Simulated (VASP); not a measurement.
# V (P6_3/mmc) in VASP: further runs, part 2 of 3

VASP 6.6.1. The steps go on from the part before.

## 3. Single point, PBE

This run uses another cell than the first one, of 13.87 Å³/atom, 0.893 times its volume.

File INCAR:

```
PREC = Accurate
ENCUT = 520
EDIFF = 1E-6
ISMEAR = -1
SIGMA = 0.1
LREAL = False
LASPH = True
NELM = 60
ALGO = Normal
ISIF = 2
LWAVE = False
LCHARG = True
GGA = PE
LELF = True
LVHAR = True
NBANDS = 34
```

File KPOINTS:

```
Automatic mesh
0
Gamma
  18 18 5
```

File POSCAR:

```
V
1.0
    2.6297143956      0.0000000000      0.0000000000
   -1.3148571978      2.2773994713      0.0000000000
    0.0000000000      0.0000000000      9.2644299261
V
4
Direct
    1.0000000000      1.0000000000      1.0000000000
    1.0000000000      1.0000000000      0.5000000000
    0.3333333333      0.6666666667      0.2500000000
    0.6666666667      0.3333333333      0.7500000000
```

Potentials or basis: VASP PAW PBE potentials, release 64 (V_sv).

The run is started by

```
cat potpaw_PBE.64/V_sv/POTCAR > POTCAR
mpirun -np 1 vasp_std > vasp.out
```

OUTCAR:

```text
PREC = Accurate
   ENCUT = 520
   EDIFF = 1E-6
   ISMEAR = -1
   LREAL = False
   LASPH = True
   NELM = 60
   ISIF = 2
   GGA = PE

 ion  position               nearest neighbor table
   1  0.000  0.000  0.000-   3 2.77   4 2.77   4 2.77   3 2.77   4 2.77   3 2.77
   2  0.000  0.000  0.500-   3 2.77   4 2.77   4 2.77   3 2.77   4 2.77   3 2.77
   3  0.333  0.667  0.250-   1 2.77   2 2.77   1 2.77   2 2.77   1 2.77   2 2.77
   4  0.667  0.333  0.750-   1 2.77   2 2.77   1 2.77   2 2.77   1 2.77   2 2.77

  LATTYP: Found a hexagonal cell.
 ALAT       =     2.6297143956
 C/A-ratio  =     3.5229795074

  Lattice vectors:

 A1 = (   2.6297143956,   0.0000000000,   0.0000000000)
 A2 = (  -1.3148571978,   2.2773994713,   0.0000000000)
 A3 = (   0.0000000000,   0.0000000000,   9.2644299261)

Analysis of symmetry for initial positions (statically):
=====================================================================
 Subroutine PRICEL returns:
 Original cell was already a primitive cell.

 Routine SETGRP: Setting up the symmetry group for a
 hexagonal supercell.

 Subroutine GETGRP returns: Found 24 space group operations
 (whereof 12 operations were pure point group operations)
 out of a pool of 24 trial point group operations.

The static configuration has the point symmetry D_3d.
 The point group associated with its full space group is D_6h.

Analysis of symmetry for dynamics (positions and initial velocities):
=====================================================================
 Subroutine PRICEL returns:
 Original cell was already a primitive cell.

 Routine SETGRP: Setting up the symmetry group for a
 hexagonal supercell.

 Subroutine GETGRP returns: Found 24 space group operations
 (whereof 12 operations were pure point group operations)
 out of a pool of 24 trial point group operations.

The dynamic configuration has the point symmetry D_3d.
 The point group associated with its full space group is D_6h.

 Subroutine INISYM returns: Found 24 space group operations
 (whereof 12 operations are pure point group operations),
 and found     1 'primitive' translations

----------------------------------------------------------------------------------------

                                     Primitive cell

  volume of cell :      55.4838

  direct lattice vectors                    reciprocal lattice vectors
     2.629714396  0.000000000  0.000000000     0.380269432  0.219548659  0.000000000
    -1.314857198  2.277399471  0.000000000     0.000000000  0.439097318  0.000000000
     0.000000000  0.000000000  9.264429926     0.000000000  0.000000000  0.107939723

  length of vectors
     2.629714396  2.629714396  9.264429926     0.439097318  0.439097318  0.107939723

  position of ions in fractional coordinates (direct lattice)
     0.000000000  0.000000000  0.000000000
     0.000000000  0.000000000  0.500000000
     0.333333333  0.666666667  0.250000000
     0.666666667  0.333333333  0.750000000

  ion indices of the primitive-cell ions
   primitive index   ion index
                 1           1
                 2           2
                 3           3
                 4           4

----------------------------------------------------------------------------------------

[... 23 lines left out ...]

 Following reciprocal coordinates:
            Coordinates               Weight
  0.000000  0.000000  0.000000      1.000000
  0.055556 -0.000000  0.000000      6.000000
  0.111111 -0.000000  0.000000      6.000000
  0.166667 -0.000000  0.000000      6.000000
  0.222222 -0.000000  0.000000      6.000000
  0.277778 -0.000000  0.000000      6.000000
[... 16 lines left out ...]
  0.333333  0.111111  0.000000     12.000000
  0.388889  0.111111  0.000000     12.000000
 [... further k-points ...]
   k-points           NKPTS =    111   k-points in BZ     NKDIM =    111   number of bands    NBANDS=     34
   number of dos      NEDOS =    301   number of ions     NIONS =      4
   total plane-waves  NPLWV =  28000
   dimension x,y,z NGX =    20 NGY =   20 NGZ =   70
   dimension x,y,z NGXF=    40 NGYF=   40 NGZF=  140
   ions per type =               4
   NGX,Y,Z   is equivalent  to a cutoff of  12.64, 12.64, 12.56 a.u.
   NGXF,Y,Z  is equivalent  to a cutoff of  25.29, 25.29, 25.12 a.u.
 SYSTEM =  unknown system
   PREC   = accura    normal or accurate (medium, high low for compatibility)
   ISTART =      0    job   : 0-new  1-cont  2-samecut
   ICHARG =      2    charge: 1-file 2-atom 10-const
   ISPIN  =      1    spin polarized calculation?
   LNONCOLLINEAR =      F non collinear calculations
   LSORBIT =      F    spin-orbit coupling
   LASPH  =      T    aspherical Exc in radial PAW
   ENCUT  =  520.0 eV  38.22 Ry    6.18 a.u.   4.89  4.89 17.23*2*pi/ulx,y,z
   NELM   =     60;   NELMIN=  2; NELMDL= -5     # of ELM steps
   EDIFF  = 0.1E-05   stopping-criterion for ELM
   LREAL  =      F    real-space projection
   EDIFFG = 0.1E-04   stopping-criterion for IOM
   NSW    =      0    number of steps for IOM
   IBRION =     -1    ionic relax: 0-MD 1-quasi-New 2-CG
   NFREE  =      0    steps in history (QN), initial steepest desc. (CG)
   ISIF   =      2    stress and relaxation
   ISYM   =      2    0-nonsym 1-usesym 2-fastsym
   POTIM  = 0.5000    time-step for ionic-motion
   TEBEG  =    0.0;   TEEND  =   0.0 temperature during run
   PSTRESS=    0.0 pullay stress
   NELECT =      52.0000    total number of electrons
   NUPDOWN=      -1.0000    fix difference up-down
   EMIN   =  10.00;   EMAX   =-10.00  energy-range for DOS
   EFERMI =   0.00;   METHOD = LEGACY
   ISMEAR =    -1;   SIGMA  =   0.10  broadening in eV -4-tet -1-fermi 0-gaus
   EFERMI_NEDOS =   21; number of points for ismear=-14 and -15
   IALGO  =     38    algorithm
   IMIX   =      4    mixing-type and parameters
     AMIX     =   0.40;   BMIX     =  1.00
     AMIX_MAG =   1.60;   BMIX_MAG =  1.00
  volume/ion in A,a.u.               =      13.87        93.61
  Fermi-wavevector in a.u.,A,eV,Ry     =   1.602091  3.027513 34.922002  2.566695
  Thomas-Fermi vector in A             =   2.698966
   LORBIT       =      0    0 simple, 1 ext, 2 COOP (PROOUT), +10 PAW based schemes
   GGA     = PE    functional components
   LHFCALC =     F    Hartree Fock is set to
   AEXX    =    0.0000 exact exchange contribution
   IVDW    =     0    specifies the selected vdW correction
   LEPSILON=     F    determine dielectric tensor
   LRPA    =     F    only Hartree local field effects (RPA)
 non-spin polarized calculation
  energy-cutoff  :      520.00
  volume of cell :       55.48
 maximum number of plane-waves:      1533
 NGX is ok and might be reduce to    20
   NGX =  9   NGY =  9   NGZ = 35

 number of electron      52.0000010 magnetization

 Free energy of the ion-electron system (eV)
  ---------------------------------------------------
  ext. energy  EPLUGINS =         0.00000000
  ---------------------------------------------------
  free energy    TOTEN  =       -35.13221491 eV

  energy without entropy =      -34.91409361  energy(sigma->0) =      -35.02315426

 E-fermi :   9.6698     XC(G=0): -12.7376

 val. band max:        9.6676596894   @ k =   0.1667  -0.0000   0.4000
 cond. band min:       9.6726622609   @ k =   0.2222   0.2222   0.0000
 fundamental gap:      0.0050025715
 Fermi energy:         9.6697869134

 k-point     1 :       0.0000    0.0000    0.0000
  band No.  band energies     occupation
      1     -54.3706      2.00000
      2     -54.3292      2.00000
      3     -54.2832      2.00000
      4     -54.2412      2.00000
      5     -28.4797      2.00000
      6     -28.1547      2.00000
[... 877 lines left out ...]
     33      12.3627      0.00000
     34      12.6355      0.00000

 [... further k-points ...]

------------------------ aborting loop because EDIFF is reached ----------------------------------------

  FORCE on cell =-STRESS in cart. coord.  units (eV):
  Direction    XX          YY          ZZ          XY          YZ          ZX
  --------------------------------------------------------------------------------------
  -------------------------------------------------------------------------------------
  Total        0.1059519      0.1059519      0.0485259      0.0000000      0.0000000      0.0000000
  in kB        3.0595154      3.0595154      1.4012565      0.0000000      0.0000000      0.0000000
  external PRESSURE =       2.5067624 kB  Pullay stress =       0.0000000 kB

 VOLUME and BASIS-vectors are now :
 -----------------------------------------------------------------------------
  energy-cutoff  :      520.00
  volume of cell :       55.48
      direct lattice vectors                 reciprocal lattice vectors
     2.629714396  0.000000000  0.000000000     0.380269432  0.219548659  0.000000000
    -1.314857198  2.277399471  0.000000000     0.000000000  0.439097318  0.000000000
     0.000000000  0.000000000  9.264429926     0.000000000  0.000000000  0.107939723

 POSITION                                       TOTAL-FORCE (eV/Angst)
 -----------------------------------------------------------------------------------
      0.00000      0.00000      0.00000        -0.000000      0.000000      0.000000
      0.00000      0.00000      4.63221        -0.000000      0.000000      0.000000
     -0.00000      1.51827      2.31611        -0.000000      0.000000     -0.000000
      1.31486      0.75913      6.94832         0.000000     -0.000000      0.000000
 -----------------------------------------------------------------------------------
    total drift:                                0.000000     -0.000000      0.000000

  FREE ENERGIE OF THE ION-ELECTRON SYSTEM (eV)
  ---------------------------------------------------
  free  energy   TOTEN  =       -35.1322149113 eV

  energy  without entropy=      -34.9140936055  energy(sigma->0) =      -35.02315426
```

Wall time 88 s (1 thread of Intel Xeon 6975P-C (Granite Rapids), shared host); peak memory 0.27 GiB.

Results:

| Item | Value |
| --- | --- |
| Free energy | -35.1322 eV |
| Pressure | 0.3 GPa |
| Band gap on the k mesh | zero (band 26 reaches 10.10 eV, above the bottom of band 27 at 9.12 eV) |

Levels at points of the mesh, in eV from the Fermi level:
```
           k point  band 24  band 25  band 26  band 27  band 28  band 29
(0.00, 0.00, 0.00)     0.05     0.24     0.24     0.29     0.29     0.50
(0.50, 0.00, 0.00)    -0.80    -0.24     0.29     0.47     1.57     1.60
```

## 4. Relaxation of cell and atoms, PBE

This run uses another cell than the first one, of 13.83 Å³/atom, 0.890 times its volume.

File INCAR:

```
ALGO     = Normal         # electronic algorithm
EDIFF    = 1E-6           # SCF threshold, eV
EDIFFG   = -0.01          # ionic threshold
ENCUT    = 600            # plane-wave cutoff, eV
GGA      = PE             # functional
IBRION   = 2              # ionic algorithm
ISIF     = 3              # what is computed and relaxed
ISMEAR   = -1             # smearing method
LASPH    = True           # aspherical terms in the spheres
LCHARG   = False          # write CHGCAR
LREAL    = False          # projectors in reciprocal space
LWAVE    = False          # write WAVECAR
NELM     = 100            # most SCF steps
NSW      = 80             # ionic steps
PREC     = Accurate       # precision mode
SIGMA    = 0.1            # smearing width, eV
```

File KPOINTS:

```
k-points
0
Gamma
  13 13 4
```

File POSCAR:

```
V
1.0
    2.6940739632      0.0000000000      0.0000000000
   -1.3470369816      2.3331364918      0.0000000000
    0.0000000000      0.0000000000      8.7988455638
V
4
Direct
    0.0000000000      0.0000000000      0.0000000000
    0.0000000000      0.0000000000      0.5000000000
    0.3333333333      0.6666666667      0.2500000000
    0.6666666667      0.3333333333      0.7500000000
```

The run is started by

```
cat potpaw_PBE.64/V_sv/POTCAR > POTCAR
mpirun -np 1 vasp_std > vasp.out
```

Wall time 6.7 min (1 thread of Intel Xeon 6975P-C (Granite Rapids), shared host); peak memory 0.26 GiB.

It converged, with:

- Free energy: -35.1325 eV
- Relaxed volume: 13.89 Å³/atom
- Relaxed cell: a = 2.631 Å, b = 2.631 Å, c = 9.263 Å, α = 90.00°, β = 90.00°, γ = 120.00°
- Space group after relaxing (to 0.05 Å): P6_3/mmc (No. 194)
- Energy gained by relaxing: 11.5 meV/atom
- Ionic steps: 11
- Pressure after relaxing: 0.0 GPa
- Band gap on the k mesh: zero (band 26 reaches 10.09 eV, above the bottom of band 27 at 9.21 eV)

Stress tensor (GPa, compression positive):
```
-0.09  0.00  0.00
 0.00 -0.09  0.00
 0.00  0.00  0.07
```

The path:
```
step  energy change (eV)  largest force (eV/Å)  pressure (GPa)  volume (Å³)
   1              0.0000                0.0000            1.08        55.31
   2             -0.0141                0.0000           -1.31        56.05
   3             -0.0163                0.0000           -2.69        56.50
   4             -0.0234                0.0000           -2.51        56.44
   5             -0.0393                0.0000           -2.01        56.22
   6             -0.0273                0.0000           -0.57        55.71
   7             -0.0430                0.0000           -1.68        56.09
   8             -0.0433                0.0000           -1.57        56.05
   9             -0.0458                0.0000           -0.39        55.67
  10             -0.0459                0.0000           -0.09        55.56
  11             -0.0459                0.0000           -0.03        55.55
```

Final structure:
```
CELL_PARAMETERS angstrom
2.63147 0.00000 0.00000
-1.31574 2.27892 0.00000
0.00000 0.00000 9.26308
ATOMIC_POSITIONS crystal
V 0.00000 0.00000 0.00000
V 0.00000 0.00000 0.50000
V 0.33333 0.66667 0.25000
V 0.66667 0.33333 0.75000
```

Levels at points of the mesh, in eV from the Fermi level:
```
           k point  band 23  band 24  band 25  band 26  band 27  band 28  band 29  band 30
(0.00, 0.00, 0.00)    -0.37     0.05     0.23     0.23     0.29     0.29     0.50     0.57
(0.00, 0.00, 0.50)    -0.56    -0.56     0.29     0.29     0.29     0.29     0.49     0.49
```

(Part 2 of 3 ends here.)
